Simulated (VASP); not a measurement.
# AlRu (Pm-3m) in VASP: a series of runs, part 2 of 2

VASP 6.6.1. The steps go on from the part before.

### 4 Vibrations by perturbation theory, PBE (phonons at volume x 1.02)

File INCAR:

```
ALGO = Normal
EDIFF = 1E-8
ENCUT = 520
GGA = PE
IBRION = 8
ISIF = 2
ISMEAR = -1
LASPH = True
LCHARG = False
LREAL = False
LWAVE = False
NBANDS = 16
NELM = 80
NSW = 1
PREC = Accurate
SIGMA = 0.15
```

File KPOINTS:

```
k-points
0
Gamma
  14 14 14
```

File POSCAR:

```
AlRu
1.0
    3.0260702783      0.0000000000      0.0000000000
    0.0000000000      3.0260702783      0.0000000000
    0.0000000000      0.0000000000      3.0260702783
Al Ru
1 1
Direct
    0.0000000000      0.0000000000      0.0000000000
    0.5000000000      0.5000000000      0.5000000000
```

Potentials or basis: VASP PAW PBE potentials, release 64 (Al, Ru_pv).

Command:

```
> cat potpaw_PBE.64/Al/POTCAR potpaw_PBE.64/Ru_pv/POTCAR > POTCAR
> mpirun -np 1 vasp_std > vasp.out
```

OUTCAR:

```text
EDIFF = 1E-8
   ENCUT = 520
   GGA = PE
   IBRION = 8
   ISIF = 2
   ISMEAR = -1
   LASPH = True
   LREAL = False
   NELM = 80
   NSW = 1
   PREC = Accurate

 ion  position               nearest neighbor table
   1  0.000  0.000  0.000-   2 2.62   2 2.62   2 2.62   2 2.62   2 2.62   2 2.62   2 2.62   2 2.62

   2  0.500  0.500  0.500-   1 2.62   1 2.62   1 2.62   1 2.62   1 2.62   1 2.62   1 2.62   1 2.62

  LATTYP: Found a simple cubic cell.
 ALAT       =     3.0260702783

  Lattice vectors:

 A1 = (   3.0260702783,   0.0000000000,   0.0000000000)
 A2 = (   0.0000000000,   3.0260702783,   0.0000000000)
 A3 = (   0.0000000000,   0.0000000000,   3.0260702783)

Analysis of symmetry for initial positions (statically):
=====================================================================
 Subroutine PRICEL returns:
 Original cell was already a primitive cell.

 Routine SETGRP: Setting up the symmetry group for a
 simple cubic supercell.

 Subroutine GETGRP returns: Found 48 space group operations
 (whereof 48 operations were pure point group operations)
 out of a pool of 48 trial point group operations.

The static configuration has the point symmetry O_h .

Analysis of symmetry for dynamics (positions and initial velocities):
=====================================================================
 Subroutine PRICEL returns:
 Original cell was already a primitive cell.

 Routine SETGRP: Setting up the symmetry group for a
 simple cubic supercell.

 Subroutine GETGRP returns: Found 48 space group operations
[... 642 lines left out ...]
    total drift:                                0.000000     -0.000000     -0.000000

  FREE ENERGIE OF THE ION-ELECTRON SYSTEM (eV)
  ---------------------------------------------------
  free  energy   TOTEN  =       -14.3099211795 eV

  energy  without entropy=      -14.1900183055  energy(sigma->0) =      -14.24996974

[... ionic steps 2 to 3 ...]

--------------------------------------- Ionic step        4  -------------------------------------------

------------------------ aborting loop because EDIFF is reached ----------------------------------------

[... ionic steps 5 to 6 ...]

--------------------------------------- Ionic step        7  -------------------------------------------

 Free energy of the ion-electron system (eV)
  ---------------------------------------------------
  ---------------------------------------------------
  free energy    TOTEN  =        -0.65191199 eV

  energy without entropy =       -0.65191199

------------------------ aborting loop because EDIFF is reached ----------------------------------------

 INTERNAL STRAIN TENSOR  FOR ION    2  DIRECTION 1   (eV/Angst):
 -----------------------------------------------------------------------------
     0.05079 -0.00000  0.00000
    -0.00000 -0.00458 -0.00000
     0.00000 -0.00000 -0.00458

 INTERNAL STRAIN TENSOR FOR ION    2 for displacements in x,y,z  (eV/Angst):
          X           Y           Z          XY          YZ          ZX
  --------------------------------------------------------------------------------
  x     0.00000     0.00000     0.00000     0.00000     0.00000     0.00000
  y     0.00000     0.00000     0.00000     0.00000     0.00000     0.00000
  z     0.00000     0.00000     0.00000     0.00000     0.00000     0.00000

 SECOND DERIVATIVES (NOT SYMMETRIZED)
 ------------------------------------
               1X          1Y          1Z          2X          2Y          2Z
  1X    -6.792843    0.000000   -0.000000    6.792843   -0.000000    0.000000
  1Y     0.000000   -6.792843    0.000000   -0.000000    6.792843   -0.000000
  1Z    -0.000000   -0.000000   -6.792843    0.000000    0.000000    6.792843
  2X     6.802245    0.000000   -0.000000   -6.802245   -0.000000    0.000000
  2Y     0.000000    6.802245   -0.000000   -0.000000   -6.802245    0.000000
  2Z     0.000000    0.000000    6.802245   -0.000000   -0.000000   -6.802245

 Eigenvectors and eigenvalues of the dynamical matrix
 ----------------------------------------------------

   1 f  =    8.830620 THz    55.484421 2PiTHz  294.557775 cm-1    36.520493 meV
             X         Y         Z           dx          dy          dz
      0.000000  0.000000  0.000000    -0.888293   -0.000006    0.000000
      1.513035  1.513035  1.513035     0.459277    0.000003    0.000000
[... 21 lines left out ...]
   6 f/i=    0.002491 THz     0.015654 2PiTHz    0.083106 cm-1     0.010304 meV
             X         Y         Z           dx          dy          dz
      0.000000  0.000000  0.000000     0.050082    0.456538   -0.000000
      1.513035  1.513035  1.513035     0.096865    0.882996    0.000000

--------------------------------------------------------------------------------------------------------

 ELASTIC MODULI CONTR FROM IONIC RELAXATION (kBar)
 Direction    XX          YY          ZZ          XY          YZ          ZX
 --------------------------------------------------------------------------------
 XX           0.0000      0.0000      0.0000      0.0000      0.0000      0.0000
 YY           0.0000      0.0000      0.0000      0.0000      0.0000      0.0000
 ZZ           0.0000      0.0000      0.0000      0.0000      0.0000      0.0000
 XY           0.0000      0.0000      0.0000      0.0000      0.0000      0.0000
 YZ           0.0000      0.0000      0.0000      0.0000      0.0000      0.0000
 ZX           0.0000      0.0000      0.0000      0.0000      0.0000      0.0000
 --------------------------------------------------------------------------------
```

Wall time 92 s (1 thread of Intel Xeon 6975P-C (Granite Rapids), shared host); peak memory 0.41 GiB.

What came out:

```
Highest phonon frequency at Γ, LO-TO splitting left out : 295 cm⁻¹
```

Phonon frequencies in cm⁻¹ (negative: imaginary):
```
              q point        frequencies
(0.000, 0.000, 0.000)  0 0 0 295 295 295
```

Caveat: the cell differs from its parent crystal (phonons at volume x 1.02); the cell wasn't relaxed at this level first, which shifts response properties.
